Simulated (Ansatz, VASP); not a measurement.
**Two plane-wave programs on AlN**

```
Al N
1.0
     0.00000   -1.95538   -1.95538
     0.00000    1.95538   -1.95538
     3.91076    0.00000    0.00000
Al N
2 2
Direct
  0.51675 0.48325 0.00000
  0.98325 0.01675 0.50000
  0.49314 0.50686 0.50000
  0.00686 0.99314 0.00000
```

Change from the starting cell: mode 4 frozen in at -0.067 Å, equal normal strain along x, y and z -0.0250.

Alike in both runs: task single point; functional LDA; k mesh 8 × 8 × 6; occupations gaussian, width 0.05 eV; no spin polarisation.

|  | VASP | Ansatz |
| --- | --- | --- |
| version | VASP 6.6.1 | Ansatz 0.2.0 |
| potentials or method | VASP PAW LDA potentials, release 64 (Al, N), cutoff 520 eV | scalar-relativistic, plane waves, PAW |
| valence electrons in the cell | 16 | 16 |

|  | VASP | Ansatz | Ansatz less VASP |
| --- | --- | --- | --- |
| gap on the k mesh at the Fermi level (eV) | 4.96 | 4.96 | +0.002 |
| least direct gap on the mesh (eV) | 4.99 | 5.00 | +0.003 |
| pressure (GPa) | 25.8 | 24.9 | -0.96 |
| traceless stress, the component that is largest in VASP (GPa) | -0.86 | -0.85 | +0.010 |
| rms of the force components (eV/Å) | 0.379 | 0.374 | -0.0050 |

LDA's correlation is that of Perdew and Zunger in VASP and of Perdew and Wang (1992) in Ansatz. Atom by atom the forces differ by 0.008 eV/Å (rms over components).
